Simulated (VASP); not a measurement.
**Te2Mo: single point with PBE**

Crystal: Te2Mo.

```
CELL_PARAMETERS angstrom
3.64599 0.00000 0.00000
-1.82300 3.15752 0.00000
0.00000 0.00000 14.82460
ATOMIC_POSITIONS crystal
Te 0.33333 0.66667 0.63109
Te 0.66667 0.33333 0.13109
Te 0.33333 0.66667 0.86891
Te 0.66667 0.33333 0.36891
Mo 0.33333 0.66667 0.25000
Mo 0.66667 0.33333 0.75000
```

This cell differs from its parent crystal: strain +0.025 along x and y, -0.025 along z.

| Quantity | Value |
| --- | --- |
| Program | VASP 6.6.1 |
| Task | single point |
| Functional | PBE |
| Potentials or basis | VASP PAW PBE potentials, release 64 (Te, Mo_sv) |
| Cutoff | 520 eV |
| k mesh | 12 × 12 × 2 |
| Occupations | gaussian, width 0.05 eV |
| Spin | no spin polarisation |
| Dipole correction | no |
| Further INCAR settings | ALGO = Normal; EDIFF = 1e-07; NBANDS = 35 |

```json
{"Pressure": "-1.3 GPa", "Largest force": "0.191 eV/Å", "Band gap on the k mesh": "0.63 eV (least direct gap 0.83 eV)"}
```

Forces in eV/Å, atoms in the order of the input:
```
Te   0.000  0.000 -0.191
Te   0.000  0.000 -0.191
Te   0.000  0.000  0.191
Te   0.000  0.000  0.191
Mo   0.000  0.000  0.000
Mo   0.000  0.000  0.000
```

Stress tensor (GPa, compression positive):
```
-2.67  0.00  0.00
 0.00 -2.67  0.00
 0.00  0.00  1.35
```

Levels at points of the mesh, in eV from the valence-band top:
```csv
k point,band 24,band 25,band 26,band 27,band 28,band 29
"(0.00, 0.00, 0.00)",-0.66,-0.56,0.00,2.59,2.59,2.64
"(0.50, 0.00, 0.00)",-0.84,-0.82,-0.71,0.99,1.02,1.29
"(0.00, 0.00, 0.50)",-1.22,-0.11,-0.11,2.61,2.61,2.61
"(0.50, 0.00, 0.50)",-0.86,-0.76,-0.76,1.00,1.00,1.35
```

It took 2.7 min on 1 thread of Intel(R) Xeon(R) 6975P-C (Granite Rapids), with other jobs on the host, peak memory 0.39 GiB.

Caveat: the cell differs from its parent crystal (strain +0.025 along x and y, -0.025 along z); spin-orbit coupling is left out, which moves the levels of the heavy elements; this functional lacks dispersion, which binds the layers, so the pressure and a relaxed spacing across them are unreliable. A k mesh can miss the band edges.
